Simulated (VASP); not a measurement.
# Al2Ru (I4mm) in VASP: single point with PBEsol

Aim: the single point of Al2Ru with PBEsol.

All numbers are computed with VASP 6.6.1; they aren't measurements. Logs are shortened: lines on timing, memory, paths and dates and some standing lists are left out, and cuts for length are marked.

### 1 The cell of the first run

The structure is tetragonal, space group I4mm (No. 107). The conventional cell has a = 3.220 Å, b = 3.220 Å, c = 8.206 Å, α = 90.00°, β = 90.00°, γ = 90.00°. Al (site symmetry 4mm) has 4 Ru at 2.40 Å and 5 Al at 2.53 to 2.77 Å within 3.2 Å. Within 3.1 Å of Al (site symmetry 4mm) lie 5 Ru at 2.33 to 2.89 Å and 5 Al at 2.53 to 2.77 Å. Ru (site symmetry 4mm) has 9 Al at 2.33 to 2.89 Å within 3.1 Å.

### 2 Single point, PBEsol (strained and its atoms moved)

INCAR

```
PREC     = Accurate       # precision mode
ENCUT    = 520            # plane-wave cutoff, eV
EDIFF    = 1E-7           # SCF threshold, eV
ISMEAR   = 0              # smearing method
SIGMA    = 0.1            # smearing width, eV
LREAL    = False          # projectors in reciprocal space
LASPH    = True           # aspherical terms in the spheres
NELM     = 100            # most SCF steps
ALGO     = Normal         # electronic algorithm
ISIF     = 2              # what is computed and relaxed
LWAVE    = False          # write WAVECAR
LCHARG   = True           # write CHGCAR
GGA      = PS             # functional
LELF     = True           # ELF
LVHAR    = True         
NBANDS   = 17             # bands
```

KPOINTS

```
regular mesh
0
Gamma
  16 16 16
```

POSCAR

```
Al2Ru
1.0
   -1.6101522570      1.6101522570      4.1030461988
    1.6101522570     -1.6101522570      4.1030461988
    1.6101522570      1.6101522570     -4.1030461988
Al Ru
2 1
Direct
    0.6334775435      0.6334775435      0.0000000000
    0.3250480933      0.3250480933      0.0000000000
    0.0414743632      0.0414743632      0.0000000000
```

Potentials or basis: VASP PAW PBE potentials, release 64 (Al, Ru_pv).

Run with:

```
$ cat potpaw_PBE.64/Al/POTCAR potpaw_PBE.64/Ru_pv/POTCAR > POTCAR
$ mpirun -np 1 vasp_std > vasp.out
```

OUTCAR:

```text
PREC = Accurate
   ENCUT = 520
   EDIFF = 1E-7
   ISMEAR = 0
   LREAL = False
   LASPH = True
   NELM = 100
   ISIF = 2
   GGA = PS

 ion  position               nearest neighbor table
   1  0.633  0.633  0.000-   3 2.40   3 2.40   3 2.40   3 2.40   2 2.53   2 2.77   2 2.77   2 2.77
                             2 2.77   3 3.35
   2  0.325  0.325  0.000-   3 2.33   1 2.53   1 2.77   1 2.77   1 2.77   1 2.77   3 2.89   3 2.89
                             3 2.89   3 2.89
   3  0.041  0.041  0.000-   2 2.33   1 2.40   1 2.40   1 2.40   1 2.40   2 2.89   2 2.89   2 2.89
                             2 2.89   1 3.35

  LATTYP: Found a body centered tetragonal cell.
 ALAT       =     3.2203045140
 C/A-ratio  =     2.5482349144

  Lattice vectors:

 A1 = (  -1.6101522570,   1.6101522570,   4.1030461988)
 A2 = (   1.6101522570,  -1.6101522570,   4.1030461988)
 A3 = (   1.6101522570,   1.6101522570,  -4.1030461988)

Analysis of symmetry for initial positions (statically):
=====================================================================
 Subroutine PRICEL returns:
 Original cell was already a primitive cell.

 Routine SETGRP: Setting up the symmetry group for a
 body centered tetragonal supercell.

 Subroutine GETGRP returns: Found  8 space group operations
 (whereof  8 operations were pure point group operations)
 out of a pool of 16 trial point group operations.

The static configuration has the point symmetry C_4v.

Analysis of symmetry for dynamics (positions and initial velocities):
=====================================================================
 Subroutine PRICEL returns:
 Original cell was already a primitive cell.

 Routine SETGRP: Setting up the symmetry group for a
 body centered tetragonal supercell.

 Subroutine GETGRP returns: Found  8 space group operations
 (whereof  8 operations were pure point group operations)
 out of a pool of 16 trial point group operations.

The dynamic configuration has the point symmetry C_4v.

 Subroutine INISYM returns: Found  8 space group operations
 (whereof  8 operations are pure point group operations),
 and found     1 'primitive' translations

----------------------------------------------------------------------------------------

                                     Primitive cell

  volume of cell :      42.5501

  direct lattice vectors                    reciprocal lattice vectors
    -1.610152257  1.610152257  4.103046199     0.000000000  0.310529640  0.121860680
     1.610152257 -1.610152257  4.103046199     0.310529640  0.000000000  0.121860680
     1.610152257  1.610152257 -4.103046199     0.310529640  0.310529640  0.000000000

  length of vectors
     4.692565257  4.692565257  4.692565257     0.333584596  0.333584596  0.439155228

  position of ions in fractional coordinates (direct lattice)
     0.633477543  0.633477543  0.000000000
     0.325048093  0.325048093  0.000000000
     0.041474363  0.041474363  0.000000000

  ion indices of the primitive-cell ions
   primitive index   ion index
                 1           1
                 2           2
                 3           3

----------------------------------------------------------------------------------------

 KPOINTS: regular mesh

Automatic generation of k-mesh.
 Grid dimensions read from file:
 generate k-points for:   16   16   16

 Generating k-lattice:

  Cartesian coordinates                     Fractional coordinates (reciprocal lattice)
     0.000000000  0.019408102  0.007616293     0.062500000  0.000000000  0.000000000
     0.019408102  0.000000000  0.007616293     0.000000000  0.062500000  0.000000000
     0.019408102  0.019408102  0.000000000     0.000000000  0.000000000  0.062500000

  Length of vectors
     0.020849037  0.020849037  0.027447202

  Shift w.r.t. Gamma in fractional coordinates (k-lattice)
     0.000000000  0.000000000  0.000000000

 Subroutine IBZKPT returns following result:
 ===========================================

 Found    349 irreducible k-points:

 Following reciprocal coordinates:
            Coordinates               Weight
  0.000000  0.000000  0.000000      1.000000
  0.062500  0.000000 -0.000000      8.000000
  0.125000  0.000000 -0.000000      8.000000
  0.187500  0.000000 -0.000000      8.000000
  0.250000  0.000000 -0.000000      8.000000
  0.312500  0.000000  0.000000      8.000000
[... 16 lines left out ...]
 -0.125000  0.062500  0.000000     16.000000
 -0.062500  0.062500  0.000000      4.000000
 [... further k-points ...]
   k-points           NKPTS =    349   k-points in BZ     NKDIM =    349   number of bands    NBANDS=     17
   number of dos      NEDOS =    301   number of ions     NIONS =      3
   total plane-waves  NPLWV =  46656
   dimension x,y,z NGX =    36 NGY =   36 NGZ =   36
   dimension x,y,z NGXF=    72 NGYF=   72 NGZF=   72
   ions per type =               2   1
   NGX,Y,Z   is equivalent  to a cutoff of  12.75, 12.75, 12.75 a.u.
   NGXF,Y,Z  is equivalent  to a cutoff of  25.51, 25.51, 25.51 a.u.
 SYSTEM =  unknown system
   PREC   = accura    normal or accurate (medium, high low for compatibility)
   ISTART =      0    job   : 0-new  1-cont  2-samecut
   ICHARG =      2    charge: 1-file 2-atom 10-const
   ISPIN  =      1    spin polarized calculation?
   LNONCOLLINEAR =      F non collinear calculations
   LSORBIT =      F    spin-orbit coupling
   LASPH  =      T    aspherical Exc in radial PAW
   ENCUT  =  520.0 eV  38.22 Ry    6.18 a.u.   8.73  8.73  8.73*2*pi/ulx,y,z
   NELM   =    100;   NELMIN=  2; NELMDL= -5     # of ELM steps
   EDIFF  = 0.1E-06   stopping-criterion for ELM
   LREAL  =      F    real-space projection
   EDIFFG = 0.1E-05   stopping-criterion for IOM
   NSW    =      0    number of steps for IOM
   IBRION =     -1    ionic relax: 0-MD 1-quasi-New 2-CG
   NFREE  =      0    steps in history (QN), initial steepest desc. (CG)
   ISIF   =      2    stress and relaxation
   ISYM   =      2    0-nonsym 1-usesym 2-fastsym
   POTIM  = 0.5000    time-step for ionic-motion
   TEBEG  =    0.0;   TEEND  =   0.0 temperature during run
   PSTRESS=    0.0 pullay stress
   NELECT =      20.0000    total number of electrons
   NUPDOWN=      -1.0000    fix difference up-down
   EMIN   =  10.00;   EMAX   =-10.00  energy-range for DOS
   EFERMI =   0.00;   METHOD = LEGACY
   ISMEAR =     0;   SIGMA  =   0.10  broadening in eV -4-tet -1-fermi 0-gaus
   EFERMI_NEDOS =   21; number of points for ismear=-14 and -15
   IALGO  =     38    algorithm
   IMIX   =      4    mixing-type and parameters
     AMIX     =   0.40;   BMIX     =  1.00
     AMIX_MAG =   1.60;   BMIX_MAG =  1.00
  volume/ion in A,a.u.               =      14.18        95.71
  Fermi-wavevector in a.u.,A,eV,Ry     =   1.272872  2.405379 22.044202  1.620203
  Thomas-Fermi vector in A             =   2.405727
   LORBIT       =      0    0 simple, 1 ext, 2 COOP (PROOUT), +10 PAW based schemes
   GGA     = PS    functional components
   LHFCALC =     F    Hartree Fock is set to
   AEXX    =    0.0000 exact exchange contribution
   IVDW    =     0    specifies the selected vdW correction
   LEPSILON=     F    determine dielectric tensor
   LRPA    =     F    only Hartree local field effects (RPA)
 non-spin polarized calculation
 Gauss-broadening in eV      SIGMA  =   0.10
  energy-cutoff  :      520.00
  volume of cell :       42.55
 maximum number of plane-waves:      1164
   NGX = 17   NGY = 17   NGZ = 17

 number of electron      20.0000002 magnetization

 Free energy of the ion-electron system (eV)
  ---------------------------------------------------
  ext. energy  EPLUGINS =         0.00000000
  ---------------------------------------------------
  free energy    TOTEN  =       -19.10115817 eV

  energy without entropy =      -19.09236607  energy(sigma->0) =      -19.09676212

 E-fermi :  10.0090     XC(G=0): -11.7923

 val. band max:       10.0074119236   @ k =   0.4375   0.3750  -0.0000
 cond. band min:      10.0125483198   @ k =  -0.3125   0.3125   0.2500
 fundamental gap:      0.0051363963
 Fermi energy:        10.0089867958

 k-point     1 :       0.0000    0.0000    0.0000
  band No.  band energies     occupation
      1     -32.5519      2.00000
      2     -32.5519      2.00000
      3     -32.3257      2.00000
      4      -0.5849      2.00000
      5       4.8396      2.00000
      6       6.0285      2.00000
[... 9 lines left out ...]
     16      16.6482      0.00000
     17      17.9327      0.00000

 k-point     2 :       0.0625    0.0000   -0.0000
  band No.  band energies     occupation
      1     -32.5558      2.00000
      2     -32.5516      2.00000
      3     -32.3254      2.00000
      4      -0.5142      2.00000
      5       4.8656      2.00000
      6       6.0480      2.00000
[... 9 lines left out ...]
     16      16.7277      0.00000
     17      18.5551      0.00000

 k-point     3 :       0.1250    0.0000   -0.0000
  band No.  band energies     occupation
      1     -32.5667      2.00000
      2     -32.5508      2.00000
      3     -32.3244      2.00000
      4      -0.3037      2.00000
      5       4.9351      2.00000
      6       6.0945      2.00000
[... 9 lines left out ...]
     16      16.9986      0.00000
     17      19.7306      0.00000

 k-point     4 :       0.1875    0.0000   -0.0000
  band No.  band energies     occupation
      1     -32.5831      2.00000
      2     -32.5496      2.00000
      3     -32.3230      2.00000
      4       0.0415      2.00000
      5       5.0192      2.00000
      6       6.1095      2.00000
[... 9 lines left out ...]
     16      17.5153      0.00000
     17      20.6675      0.00000
[... 343 lines left out ...]
      1     -32.5827      2.00000
      2     -32.5534      2.00000
      3     -32.3226      2.00000
      4       0.0561      2.00000
      5       5.1728      2.00000
      6       6.1586      2.00000
[... 9 lines left out ...]
     16      18.2010      0.00000
     17      20.9147      0.00000

 k-point    23 :      -0.1250    0.0625    0.0000
  band No.  band energies     occupation
      1     -32.5664      2.00000
      2     -32.5546      2.00000
      3     -32.3240      2.00000
      4      -0.2703      2.00000
      5       5.0439      2.00000
      6       6.1274      2.00000
[... 9 lines left out ...]
     16      17.8594      0.00000
     17      19.8603      0.00000

 k-point    24 :      -0.0625    0.0625    0.0000
  band No.  band energies     occupation
      1     -32.5557      2.00000
      2     -32.5553      2.00000
      3     -32.3250      2.00000
      4      -0.4619      2.00000
      5       4.9323      2.00000
      6       6.0723      2.00000
[... 9 lines left out ...]
     16      17.3946      0.00000
     17      18.8762      0.00000

 [... further k-points ...]

------------------------ aborting loop because EDIFF is reached ----------------------------------------

  FORCE on cell =-STRESS in cart. coord.  units (eV):
  Direction    XX          YY          ZZ          XY          YZ          ZX
  --------------------------------------------------------------------------------------
  -------------------------------------------------------------------------------------
  Total        0.9274446      0.9274446      6.3205733      0.0000000      0.0000000      0.0000000
  in kB       34.9219332     34.9219332    237.9944149      0.0000000      0.0000000      0.0000000
  external PRESSURE =     102.6127604 kB  Pullay stress =       0.0000000 kB

 VOLUME and BASIS-vectors are now :
 -----------------------------------------------------------------------------
  energy-cutoff  :      520.00
  volume of cell :       42.55
      direct lattice vectors                 reciprocal lattice vectors
    -1.610152257  1.610152257  4.103046199     0.000000000  0.310529640  0.121860680
     1.610152257 -1.610152257  4.103046199     0.310529640  0.000000000  0.121860680
     1.610152257  1.610152257 -4.103046199     0.310529640  0.310529640  0.000000000

 POSITION                                       TOTAL-FORCE (eV/Angst)
 -----------------------------------------------------------------------------------
      0.00000      0.00000      5.19838        -0.000000     -0.000000      2.806526
      0.00000      0.00000      2.66737         0.000000      0.000000      1.697483
      0.00000      0.00000      0.34034        -0.000000     -0.000000     -4.504009
 -----------------------------------------------------------------------------------
    total drift:                                0.000000      0.000000      0.000100

  FREE ENERGIE OF THE ION-ELECTRON SYSTEM (eV)
  ---------------------------------------------------
  free  energy   TOTEN  =       -19.1011581656 eV

  energy  without entropy=      -19.0923660709  energy(sigma->0) =      -19.09676212
```

Run time: 7.6 min. Hardware: 1 thread of AMD EPYC 7R43 (Zen 3), shared host; peak memory 0.34 GiB.

What came out:

```yaml
Free_energy: -19.1012 eV
Pressure: 10.3 GPa
Largest_force: 4.504 eV/Å
Band_gap_on_the_k_mesh: zero (band 10 reaches 10.73 eV, above the bottom of band 11 at 9.88 eV)
```

Forces in eV/Å, atoms in the order of the input:
```
Al   0.000  0.000  2.807
Al   0.000  0.000  1.697
Ru   0.000  0.000 -4.504
```

Stress tensor (GPa, compression positive):
```
 3.49  0.00  0.00
 0.00  3.49  0.00
 0.00  0.00 23.80
```

Levels at points of the mesh, in eV from the Fermi level:
```csv
k point,band 7,band 8,band 9,band 10,band 11,band 12,band 13,band 14
"(0.00, 0.00, 0.00)",-2.10,-2.10,-1.59,-1.52,2.85,5.12,5.12,5.15
"(0.50, 0.00, 0.00)",-3.08,-3.06,-1.81,-1.55,0.21,3.11,5.97,6.79
"(0.50, 0.50, 0.00)",-3.13,-2.52,-1.00,-0.65,-0.08,1.38,2.80,3.38
"(0.50, 0.50, 0.50)",-2.51,-1.64,-1.64,-1.56,2.83,2.83,6.24,6.69
```

Caveat: the cell differs from its parent crystal (strained and its atoms moved); the PAW data sets were made with another functional, which shifts forces and pressure a little.
